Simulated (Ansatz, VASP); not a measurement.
One calculation of LiF, two programs

```xyz
4
Lattice="3.1776 0.0000 0.0000 -1.5888 2.7519 0.0000 0.0000 0.0000 4.7438" Properties=species:S:1:pos:R:3 pbc="T T T"
Li    0.0000    1.8346    1.9045
Li    1.5888    0.9173    4.2764
F     0.0000    1.8346    4.7150
F     1.5888    0.9173    2.3431
```

Alike in both runs: task single point; functional PBE; k mesh 9 × 9 × 6; occupations gaussian, width 0.05 eV; no spin polarisation.

|  | VASP | Ansatz |
| --- | --- | --- |
| version | VASP 6.6.1 | Ansatz 0.2.0 |
| potentials or method | VASP PAW PBE potentials, release 64 (Li_sv, F), cutoff 520 eV | scalar-relativistic, plane waves, PAW |
| valence electrons in the cell | 20 | 20 |

|  | VASP | Ansatz | Ansatz less VASP |
| --- | --- | --- | --- |
| gap on the k mesh at the Fermi level (eV) | 7.45 | 7.46 | +0.011 |
| least direct gap on the mesh (eV) | 7.45 | 7.46 | +0.011 |
| rms of the force components (eV/Å) | 0.045 | 0.044 | -0.0006 |

Atom by atom the forces differ by 0.001 eV/Å (rms over components).

Noted on VASP's run: the cutoff is under 1.25 times that of the potentials, so the pressure is a little rough.
